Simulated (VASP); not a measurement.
Wanted: the native input for a VASP 6.6.1 run.

```
Task                   : single point
Functional             : LDA
Potentials or basis    : VASP PAW LDA potentials, release 64 (Ag, Cl)
Cutoff                 : 520 eV
k mesh                 : 8 × 8 × 8
Occupations            : gaussian, width 0.05 eV
Spin                   : no spin polarisation
Dipole correction      : no
Further INCAR settings : ALGO = Normal; EDIFF = 1e-06; NBANDS = 16
```

The structure of AgCl lies in POSCAR:

```
AgCl
1.0
    0.0000000000      2.7731500000      2.7731500000
    2.7731500000      0.0000000000      2.7731500000
    2.7731500000      2.7731500000      0.0000000000
Ag Cl
1 1
Direct
    0.4887312262      0.4887312262      0.5112687738
    0.0000000000      0.0000000000      0.0000000000
```

This cell differs from its parent crystal: all Ag atoms moved +0.062 Å, as atom 1 towards its neighbour atom 2 (Cl) at 2.773 Å.

One way to write it, as run:

INCAR

```
PREC = Accurate
ENCUT = 520
EDIFF = 1E-6
ISMEAR = 0
SIGMA = 0.05
LREAL = F
LASPH = T
NELM = 80
ALGO = Normal
ISIF = 2
LWAVE = F
LCHARG = F
GGA = CA
NBANDS = 16
```

KPOINTS

```
Automatic mesh
0
Gamma
  8 8 8
```

Potentials or basis: VASP PAW LDA potentials, release 64 (Ag, Cl).

Launch:

```sh
$ cat potpaw_LDA.64/Ag/POTCAR potpaw_LDA.64/Cl/POTCAR > POTCAR
$ mpirun -np 1 vasp_std > vasp.out
```

Results of the run:

| Property | Result |
| --- | --- |
| Pressure | -5.5 GPa |
| Largest force | 0.038 eV/Å |
| Band gap on the k mesh | 0.65 eV, indirect (least direct gap 2.78 eV) |

Caveat: the cell differs from its parent crystal (all Ag atoms moved +0.062 Å, as atom 1 towards its neighbour atom 2 (Cl) at 2.773 Å).

It took 34 s on 1 thread of Intel(R) Xeon(R) Platinum 8488C (Sapphire Rapids), with other jobs on the host, peak memory 0.17 GiB.
